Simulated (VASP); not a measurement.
Write the native input for VASP 6.6.1 that does the following.

```yaml
Task: single point
Functional: LDA
Potentials_or_basis: VASP PAW LDA potentials, release 64 (Mo_sv, C)
Cutoff: 520 eV
k_mesh: 9 × 9 × 3
Occupations: fermi-dirac, width 0.15 eV
Spin: no spin polarisation
Dipole_correction: no
Further_INCAR_settings: ALGO = Normal; EDIFF = 1e-06; NBANDS = 33
```

The structure of Mo3C2 lies in POSCAR:

```
Mo3C2
1.0
    3.1135424529      0.0000000000      0.0000000000
   -1.5567717378      2.6964071403      0.0000000000
    0.0000000000      0.0000000000      7.5257681494
Mo C
3 2
Direct
    0.3333333333      0.6666666667      0.1614570000
    0.6666666667      0.3333333333      0.8385430000
    0.0000000000      0.0000000000      0.5000000000
    0.3333333333      0.6666666667      0.6808350000
    0.6666666667      0.3333333333      0.3191650000
```

One way to write it, as run:

INCAR

```
SYSTEM = Mo3C2
PREC = Accurate
ENCUT = 520
EDIFF = 1E-6
ISMEAR = -1
SIGMA = 0.15
LREAL = .FALSE.
LASPH = .TRUE.
NELM = 100
ALGO = Normal
ISIF = 2
LWAVE = .FALSE.
LCHARG = .FALSE.
NBANDS = 33
```

KPOINTS

```
regular mesh
0
G
  9 9 3
  0 0 0
```

Potentials or basis: VASP PAW LDA potentials, release 64 (Mo_sv, C).

Command:

```console
$ cat potpaw_LDA.64/Mo_sv/POTCAR potpaw_LDA.64/C/POTCAR > POTCAR
$ mpirun -np 1 vasp_std > vasp.out
```

Results of the run:

The pressure is -30.8 GPa. The largest force is 0.968 eV/Å and the band gap on the k mesh is zero (band 25 reaches 11.84 eV, above the bottom of band 26 at 10.31 eV).

Wall time 58 s on 1 thread of Intel(R) Xeon(R) Platinum 8259CL CPU @ 2.50GHz (Skylake/Cascade Lake), with other jobs on the host, peak memory 0.18 GiB.
